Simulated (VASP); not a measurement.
# Nb3Te2Mo (P-3m1) in VASP: a series of runs, part 2 of 2

VASP 6.6.1. Earlier steps stand in the parts before.

## Step 3: Relaxation of cell and atoms, PBE

This run uses another cell than the first one, of 21.53 Å³/atom.

INCAR

```
SYSTEM = Nb3Te2Mo
PREC     = Accurate       ! precision mode
ENCUT    = 600            ! plane-wave cutoff, eV
EDIFF    = 1E-7           ! SCF threshold, eV
ISMEAR   = 0              ! smearing method
SIGMA    = 0.2            ! smearing width, eV
LREAL    = .FALSE.        ! projectors in reciprocal space
LASPH    = .TRUE.         ! aspherical terms in the spheres
NELM     = 80             ! most SCF steps
ALGO     = Normal         ! electronic algorithm
ISIF     = 3              ! what is computed and relaxed
LWAVE    = .FALSE.        ! write WAVECAR
LCHARG   = .FALSE.        ! write CHGCAR
GGA      = PE             ! functional
IBRION   = 2              ! ionic algorithm
NSW      = 36             ! ionic steps
EDIFFG   = -0.08          ! ionic threshold
```

KPOINTS

```
Automatic mesh
0
G
  4 4 3
  0 0 0
```

POSCAR

```
Nb3Te2Mo
1.0
    4.9700000000      0.0000000000      0.0000000000
   -2.4850000000      4.3041462600      0.0000000000
    0.0000000000      0.0000000000      6.0400000000
Nb Te Mo
3 2 1
Direct
    0.0000000000      0.0000000000      0.5000000000
    0.3333333300      0.6666666700      0.7500000000
    0.6666666700      0.3333333300      0.2500000000
    0.6666666700      0.3333333300      0.7500000000
    0.3333333300      0.6666666700      0.2500000000
    0.0000000000      0.0000000000      0.0000000000
```

Potentials or basis: VASP PAW PBE potentials, release 64 (Nb_sv, Te, Mo_sv).

Command:

```sh
$ cat potpaw_PBE.64/Nb_sv/POTCAR potpaw_PBE.64/Te/POTCAR potpaw_PBE.64/Mo_sv/POTCAR > POTCAR
$ mpirun -np 1 vasp_std > vasp.out
```

OUTCAR:

```text
SYSTEM = Nb3Te2Mo
   PREC = Accurate
   ENCUT = 600
   EDIFF = 1E-7
   ISMEAR = 0
   LREAL = .FALSE.
   LASPH = .TRUE.
   NELM = 80
   ISIF = 3
   GGA = PE
   IBRION = 2
   NSW = 36
   EDIFFG = -0.08

 ion  position               nearest neighbor table
   1  0.000  0.000  0.500-   6 3.02   6 3.02   4 3.24   5 3.24   4 3.24   5 3.24   4 3.24   5 3.24

   2  0.333  0.667  0.750-   4 2.87   4 2.87   4 2.87   5 3.02   5 3.02   6 3.24   6 3.24   6 3.24

   3  0.667  0.333  0.250-   5 2.87   5 2.87   5 2.87   4 3.02   4 3.02   6 3.24   6 3.24   6 3.24

   4  0.667  0.333  0.750-   2 2.87   2 2.87   2 2.87   3 3.02   3 3.02   1 3.24   6 3.24   1 3.24
                             6 3.24   1 3.24   6 3.24
   5  0.333  0.667  0.250-   3 2.87   3 2.87   3 2.87   2 3.02   2 3.02   1 3.24   6 3.24   6 3.24
                             1 3.24   6 3.24   1 3.24
   6  0.000  0.000  0.000-   1 3.02   1 3.02   3 3.24   4 3.24   5 3.24   2 3.24   3 3.24   4 3.24
[... 298 lines left out ...]
[... ionic steps 4 to 19 ...]

--------------------------------------- Ionic step       20  -------------------------------------------

 number of electron      64.9999997 magnetization

------------------------ aborting loop because EDIFF is reached ----------------------------------------
[... 75 lines left out ...]
--------------------------------------- Ionic step       22  -------------------------------------------

 number of electron      64.9999997 magnetization

 Free energy of the ion-electron system (eV)
  ---------------------------------------------------
  ext. energy  EPLUGINS =         0.00000000
  ---------------------------------------------------
  free energy    TOTEN  =       -46.58533162 eV

  energy without entropy =      -46.43155317  energy(sigma->0) =      -46.50844239

 E-fermi :  12.3142     XC(G=0): -12.1750

 val. band max:       12.2761249252   @ k =   0.0000   0.0000   0.3333
 cond. band min:      12.3205850111   @ k =   0.2500   0.2500   0.3333
 fundamental gap:      0.0444600859
 Fermi energy:        12.3142267759

 k-point     1 :       0.0000    0.0000    0.0000
  band No.  band energies     occupation
      1     -48.4186      2.00000
      2     -42.9078      2.00000
      3     -42.5370      2.00000
      4     -42.5328      2.00000
      5     -22.5805      2.00000
      6     -22.5805      2.00000
[... 400 lines left out ...]
  FREE ENERGIE OF THE ION-ELECTRON SYSTEM (eV)
  ---------------------------------------------------
  free  energy   TOTEN  =       -46.5853316216 eV

  energy  without entropy=      -46.4315531667  energy(sigma->0) =      -46.50844239

 reached required accuracy - stopping structural energy minimisation
```

OSZICAR:

```text
N       E                     dE             d eps       ncg     rms          rms(c)
DAV:   1     0.788670024386E+03    0.78867E+03   -0.36073E+04   702   0.181E+03
DAV:   2     0.173027391184E+02   -0.77137E+03   -0.75522E+03   851   0.642E+02
DAV:   3    -0.410322469979E+02   -0.58335E+02   -0.56508E+02  1140   0.138E+02
[... 302 lines left out ...]
DAV:   6    -0.465853306891E+02    0.25956E-05   -0.83112E-05  1213   0.530E-02    0.298E-02
DAV:   7    -0.465853331404E+02   -0.24513E-05   -0.12131E-05  1110   0.195E-02    0.209E-02
DAV:   8    -0.465853319031E+02    0.12373E-05   -0.12950E-05  1220   0.192E-02    0.382E-03
DAV:   9    -0.465853316740E+02    0.22905E-06   -0.20630E-06  1038   0.811E-03    0.127E-03
DAV:  10    -0.465853316216E+02    0.52406E-07   -0.16457E-07   612   0.257E-03
  22 F= -.46585332E+02 E0= -.46508442E+02  d E =-.892451E-03
```

Run time: 11 min. Hardware: 1 thread of AMD EPYC 9R45 (Zen 5), shared host; peak memory 0.29 GiB.

What came out:

```yaml
Free_energy: -46.5853 eV
Relaxed_volume: 18.84 Å³/atom
Relaxed_cell: a = 4.852 Å, b = 4.852 Å, c = 5.546 Å, α = 90.00°, β = 90.00°, γ = 120.00°
Space_group_after_relaxing_to_0.1_Å: P-3m1 (No. 164)
Energy_gained_by_relaxing: 278.9 meV/atom
Ionic_steps: 22
Pressure_after_relaxing: 0.2 GPa
Largest_force_after_relaxing: 0.012 eV/Å
Band_gap_on_the_k_mesh: zero (an odd number of electrons rules out a gap without spin polarisation)
```

Forces on the atoms (eV/Å):
```
Nb   0.000  0.000  0.000
Nb   0.000  0.000  0.008
Nb   0.000  0.000 -0.008
Te   0.000  0.000  0.012
Te   0.000  0.000 -0.012
Mo   0.000  0.000  0.000
```

The path:
```tsv
step	energy change (eV)	largest force (eV/Å)	pressure (GPa)	volume (Å³)
1	0.0000	0.1482	-13.74	129.21
2	0.4049	0.2911	34.06	97.44
3	-0.9880	0.2325	1.24	112.72
4	-0.9893	0.2345	1.76	112.35
5	-1.0991	0.2777	2.29	112.80
6	-1.1130	0.2735	1.90	112.72
7	-1.1200	0.3143	-2.24	115.91
8	-1.1269	0.2982	-0.58	114.57
9	-1.1426	0.3580	-0.71	114.65
10	-1.2061	0.4834	-1.12	114.87
11	-1.3715	0.6319	-1.92	115.33
12	-1.5996	0.5591	-3.16	116.24
13	-1.6030	0.4882	-3.34	116.44
14	-1.6093	0.4557	-3.10	116.22
15	-1.6219	0.5008	-2.38	115.58
16	-1.6183	0.5914	-0.79	114.31
17	-1.6250	0.5424	-1.75	115.07
18	-1.6327	0.5024	-1.58	114.87
19	-1.6520	0.3767	-1.02	114.29
20	-1.6719	0.1077	0.21	113.14
21	-1.6727	0.0359	0.56	112.84
22	-1.6736	0.0122	0.23	113.05
```

Final structure:
```
Nb Te Mo
1.0
     4.85171    0.00000    0.00000
    -2.42585    4.20170    0.00000
     0.00000    0.00000    5.54564
Nb Te Mo
3 2 1
Direct
  0.00000 0.00000 0.50000
  0.33333 0.66667 0.68129
  0.66667 0.33333 0.31871
  0.66667 0.33333 0.81070
  0.33333 0.66667 0.18930
  0.00000 0.00000 0.00000
```

Caveat: the k points lie up to 0.38 Å⁻¹ apart in the final cell, too coarse for converged energies and pressures of a metal; spin-orbit coupling is left out, which moves the levels of the heavy elements.
